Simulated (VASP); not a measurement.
# HfO2: single point with PBEsol

The system is HfO2.

```
CELL_PARAMETERS angstrom
0.00000 5.11500 5.11500
5.11500 0.00000 5.11500
2.55750 2.55750 0.00000
ATOMIC_POSITIONS crystal
Hf 0.00000 0.00000 0.00000
Hf 0.00000 0.50000 0.00000
Hf 0.50000 0.00000 0.00000
Hf 0.50000 0.50000 0.00000
O 0.12500 0.12500 0.25000
O 0.37500 0.37500 0.75000
O 0.12500 0.62500 0.25000
O 0.37500 0.87500 0.75000
O 0.62500 0.12500 0.25000
O 0.87500 0.37500 0.75000
O 0.62500 0.62500 0.25000
O 0.87500 0.87500 0.75000
```

| Property | Result |
| --- | --- |
| Program | VASP 6.6.1 |
| Task | single point |
| Functional | PBEsol |
| Potentials or basis | VASP PAW PBE potentials, release 64 (Hf_pv, O) |
| Cutoff | 600 eV |
| k mesh | 4 × 4 × 4 |
| Occupations | gaussian, width 0.05 eV |
| Spin | no spin polarisation |

```
Pressure               : -13.8 GPa
Band gap on the k mesh : 3.60 eV
```

Levels at points of the mesh, in eV from the valence-band top:
```
           k point  band 42  band 43  band 44  band 45  band 46  band 47
(0.00, 0.00, 0.00)    -0.60    -0.60     0.00     3.60     3.72     3.72
(0.50, 0.00, 0.00)    -1.33    -1.18    -1.18     4.32     4.32     4.42
(0.50, 0.50, 0.00)    -0.68    -0.68    -0.68     4.15     4.15     4.30
(0.00, 0.00, 0.50)    -1.50     0.00     0.00     3.60     3.60     4.43
(0.50, 0.00, 0.50)    -1.18    -1.18    -1.18     4.32     4.32     4.32
(0.50, 0.50, 0.50)    -0.71    -0.20    -0.20     4.15     4.15     4.63
```

Wall time 5.4 min on 1 thread of Intel(R) Xeon(R) 6975P-C (Granite Rapids), with other jobs on the host, peak memory 0.39 GiB.

Caveat: the k points lie up to 0.43 Å⁻¹ apart; the PAW data sets were made with another functional, which shifts forces and pressure a little; spin-orbit coupling is left out, which moves the levels of the heavy elements. A k mesh can miss the band edges.
